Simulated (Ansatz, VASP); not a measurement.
# Two plane-wave programs on Ge

```xyz
2
Lattice="-2.5631 2.5631 1.4368 2.5631 -2.5631 1.4368 2.5631 2.5631 -1.4368" Properties=species:S:1:pos:R:3 pbc="T T T"
Ge    2.5631    0.0000    0.7184
Ge    0.0000    0.0000    1.4368
```

Alike in both runs: task single point; functional PBE; k mesh 8 × 8 × 8; occupations gaussian, width 0.1 eV; no spin polarisation.

|  | VASP | Ansatz |
| --- | --- | --- |
| version | VASP 6.6.1 | Ansatz 0.2.0 |
| potentials or method | VASP PAW PBE potentials, release 64 (Ge_d), cutoff 520 eV | scalar-relativistic, plane waves, PAW |
| valence electrons in the cell | 28 | 28 |

```csv
,VASP,Ansatz,Ansatz less VASP
gap on the k mesh at the Fermi level (eV),none,none,-
pressure (GPa),1.7,1.7,-0.03
"traceless stress, the component that is largest in VASP (GPa)",1.05,1.05,+0.004
```

A gap of «none» marks a metal or a gap that the smearing closes. The functional is the same, so the differences come from potentials, cutoffs and numerics.
